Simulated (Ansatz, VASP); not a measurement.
# Two plane-wave programs on CuO

The input INCAR:

```
PREC = Accurate
ENCUT = 520
EDIFF = 1E-6
ISMEAR = 1
SIGMA = 0.01
LREAL = F
LASPH = T
NELM = 80
ALGO = Fast
ISIF = 2
LWAVE = F
LCHARG = F
GGA = PE
NBANDS = 25
```

The input KPOINTS:

```
Automatic mesh
0
Gamma
  16 16 8
```

File POSCAR:

```
CuO
1.0
    2.3446500000     -1.7134000000      0.0000000000
    2.3446500000      1.7134000000      0.0000000000
   -0.8605500000      0.0000000000      5.0594400000
Cu O
2 2
Direct
    0.0032000000      0.4968000000      0.0000000000
    0.4968000000      0.0032000000      0.5000000000
    0.5714000000      0.4056000000      0.2537000000
    0.4056000000      0.5714000000      0.7537000000
```

Input for Ansatz:

```yaml
crystal:
  lattice:
    - [2.34465, -1.7134, 0.0]
    - [2.34465, 1.7134, 0.0]
    - [-0.86055, 0.0, 5.05944]
  atoms:
    - { symbol: Cu, position: [0.0032, 0.4968, 0.0] }
    - { symbol: Cu, position: [0.4968, 0.0032, 0.5] }
    - { symbol: O, position: [0.5714, 0.4056, 0.2537] }
    - { symbol: O, position: [0.4056, 0.5714, 0.7537] }
basis:
  ecutwfc: 420
kpoints:
  mp_grid: { grid: [16, 16, 8] }
hamiltonian:
  xc: pbe
scf:
  occupations: { method: cold, width: 0.01 }
output:
  forces: true
  stress: true
  eigenvalues: true
```

Alike in both runs: task single point; functional PBE; k mesh 16 × 16 × 8; no spin polarisation.

|  | VASP | Ansatz |
| --- | --- | --- |
| version | VASP 6.6.1 | Ansatz 0.2.0 |
| potentials or method | VASP PAW PBE potentials, release 64 (Cu, O), cutoff 520 eV | scalar-relativistic, plane waves, PAW |
| occupations | methfessel-paxton of order 1, width 0.01 eV | cold, width 0.01 eV |
| valence electrons in the cell | 34 | 50 |

|  | VASP | Ansatz | Ansatz less VASP |
| --- | --- | --- | --- |
| gap on the k mesh at the Fermi level (eV) | none | none | - |
| pressure (GPa) | 6.5 | 5.7 | -0.80 |
| traceless stress, the component that is largest in VASP (GPa) | -1.81 | -1.73 | +0.083 |
| rms of the force components (eV/Å) | 0.443 | 0.432 | -0.0114 |

Atom by atom the forces differ by 0.025 eV/Å (rms over components). A gap of «none» marks a metal or a gap that the smearing closes. VASP's potentials hold 34 valence electrons a cell and Ansatz's 50, so a difference there can come from the potentials and not from the codes.
